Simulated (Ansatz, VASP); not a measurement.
## HgF3: VASP beside Ansatz

File INCAR:

```
SYSTEM = HgF3
  PREC = Accurate
  ENCUT = 700
  EDIFF = 1E-6
  ISMEAR = -1
  SIGMA = 0.05
  LREAL = .False.
  LASPH = .True.
  NELM = 120
  ALGO = Normal
  ISIF = 2
  LWAVE = .False.
  LCHARG = .False.
  GGA = PE
  NBANDS = 28
  GGA_COMPAT = .False.
```

KPOINTS

```
Automatic mesh
0
Gamma
  8 8 8
  0 0 0
```

Contents of POSCAR:

```
HgF3
1.0
    0.0000000000      2.8047225385      2.8047225385
    2.8047225385      0.0000000000      2.8047225385
    2.8047225385      2.8047225385      0.0000000000
Hg F
1 3
Direct
    0.0000000000      0.0000000000      0.0000000000
    0.5000000000      0.5000000000      0.5000000000
    0.7500000000      0.7500000000      0.7500000000
    0.2500000000      0.2500000000      0.2500000000
```

The input input.yaml:

```yaml
crystal:
  lattice:
    - [0.0, 2.8047225385, 2.8047225385]
    - [2.8047225385, 0.0, 2.8047225385]
    - [2.8047225385, 2.8047225385, 0.0]
  atoms:
    - { symbol: Hg, position: [0.0, 0.0, 0.0] }
    - { symbol: F, position: [0.5, 0.5, 0.5] }
    - { symbol: F, position: [0.75, 0.75, 0.75] }
    - { symbol: F, position: [0.25, 0.25, 0.25] }
hamiltonian:
  xc: pbe
  pseudopotentials: { kind: paw }
kpoints:
  mp_grid: { grid: [8, 8, 8] }
scf:
  occupations: { method: fermi_dirac, width: 0.05 }
output:
  forces: true
  stress: true
  eigenvalues: true
```

Alike in both runs: task single point; functional PBE; k mesh 8 × 8 × 8; occupations fermi-dirac, width 0.05 eV; no spin polarisation.

```csv
,VASP,Ansatz
version,VASP 6.6.1,Ansatz 0.2.0
potentials or method,"VASP PAW PBE potentials, release 64 (Hg_sv_GW, F)",Ansatz PAW
plane-wave cutoff (eV),700,420
valence electrons in the cell,41,41
```

VASP gave:

| Quantity | Value |
| --- | --- |
| gap on the k mesh at the Fermi level (eV) | none |
| pressure (GPa) | 7.4 |

Task: Estimate Ansatz's values.

Result: gap on the k mesh at the Fermi level (eV): none; pressure (GPa): 8.0.

A gap of «none» marks a metal or a gap that the smearing closes.

Spin-orbit coupling is off throughout.
